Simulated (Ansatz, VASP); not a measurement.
LaAg: VASP beside Ansatz

```
CELL_PARAMETERS angstrom
3.68324 0.00000 0.00000
0.00000 3.68324 0.00000
0.00000 0.00000 3.68324
ATOMIC_POSITIONS crystal
La 0.50000 0.50000 0.50000
Ag 0.00000 0.00000 0.00000
```

Change from the starting cell: volume scaled by 0.94.

Alike in both runs: task single point; functional PBEsol; k mesh 9 × 9 × 9; occupations fermi-dirac, width 0.08 eV; no spin polarisation.

|  | VASP | Ansatz |
| --- | --- | --- |
| version | VASP 6.6.1 | Ansatz 0.2.0 |
| potentials or method | VASP PAW PBE potentials, release 64 (La, Ag), cutoff 520 eV | all-electron LAPW, scalar-relativistic |

Ansatz gave:

| Quantity | Value |
| --- | --- |
| pressure (GPa) | 3.8 |

Task: Which values does VASP return?

Result: Pressure (GPa): 3.7.

VASP's potentials were made for PBE, not for PBEsol. Ansatz ran all-electron here, and VASP with PAW potentials.

Neither program's run includes spin-orbit coupling.
